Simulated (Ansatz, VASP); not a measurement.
## CdBiO4 in VASP and in Ansatz

```
Cd Bi O
1.0
     3.74721    0.00000    0.00000
    -1.87361    3.24518    0.00000
     0.00000    0.00000    6.18496
Cd Bi O
1 1 4
Cartesian
  0.0000 0.0000 0.0000
  0.0000 0.0000 3.0925
  0.0000 2.1635 4.6292
  0.0000 2.1635 1.5558
  1.8736 1.0817 4.6292
  1.8736 1.0817 1.5558
```

Change from the starting cell: species swapped into the HfTiB4 type (P6/mmm, No. 191).

Alike in both runs: functional PBE; k mesh 6 × 6 × 2; occupations gaussian, width 0.1 eV; no spin polarisation.

Ansatz relaxed the structure, and its values are those at the end. VASP's run is a single point on that final structure, the one shown.

```csv
,VASP,Ansatz
version,VASP 6.6.1,Ansatz 0.2.0
potentials or method,"VASP PAW PBE potentials, release 64 (Cd, Bi_d, O), cutoff 520 eV","scalar-relativistic, plane waves, PAW"
valence electrons in the cell,51,59
```

```csv
,VASP,Ansatz,Ansatz less VASP
gap on the k mesh at the Fermi level (eV),none,none,-
pressure (GPa),0.3,0.1,-0.17
rms of the force components (eV/Å),0.004,0.001,-0.0034
```

A gap of «none» marks a metal or a gap that the smearing closes. With one functional, cell and mesh, what is left measures potentials, basis and numerics. VASP's potentials hold 51 valence electrons a cell and Ansatz's 59, so a difference there can come from the potentials and not from the codes.

The k mesh is coarse, so the values compare programs but aren't converged. Spin-orbit coupling is off throughout.
